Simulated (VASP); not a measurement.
Wanted: the native input for a VASP 6.6.1 run.

| Quantity | Value |
| --- | --- |
| Task | single point |
| Functional | LDA |
| Potentials or basis | VASP PAW LDA potentials, release 64 (C) |
| Cutoff | 520 eV |
| k mesh | 13 × 13 × 13 |
| Occupations | gaussian, width 0.05 eV |
| Spin | no spin polarisation |
| Dipole correction | no |
| Further INCAR settings | ALGO = Normal; EDIFF = 1e-07; NBANDS = 11 |

The structure of C lies in POSCAR:

```
C
1.0
    0.0000000000      1.7592674508      1.7592674508
    1.7592674508      0.0000000000      1.7592674508
    1.7592674508      1.7592674508      0.0000000000
C
2
Direct
    0.7500000000      0.7500000000      0.7500000000
    0.5000000000      0.5000000000      0.5000000000
```

One way to write it, as run:

INCAR

```
SYSTEM = C
  PREC = Accurate
  ENCUT = 520
  EDIFF = 1E-7
  ISMEAR = 0
  SIGMA = 0.05
  LREAL = .FALSE.
  LASPH = .TRUE.
  NELM = 60
  ALGO = Normal
  ISIF = 2
  LWAVE = .FALSE.
  LCHARG = .FALSE.
  GGA = CA
  NBANDS = 11
```

KPOINTS

```
Automatic mesh
0
G
  13 13 13
  0 0 0
```

Potentials or basis: VASP PAW LDA potentials, release 64 (C).

Command:

```sh
$ cat potpaw_LDA.64/C/POTCAR > POTCAR
$ mpirun -np 1 vasp_std > vasp.out
```

It gave:

| Quantity | Value |
| --- | --- |
| Pressure | 7.0 GPa |
| Band gap on the k mesh | 4.21 eV, indirect (least direct gap 5.66 eV) |

It took 8.5 s on 1 thread of Intel(R) Xeon(R) Platinum 8259CL CPU @ 2.50GHz (Skylake/Cascade Lake) (shared host), peak memory 0.11 GiB.
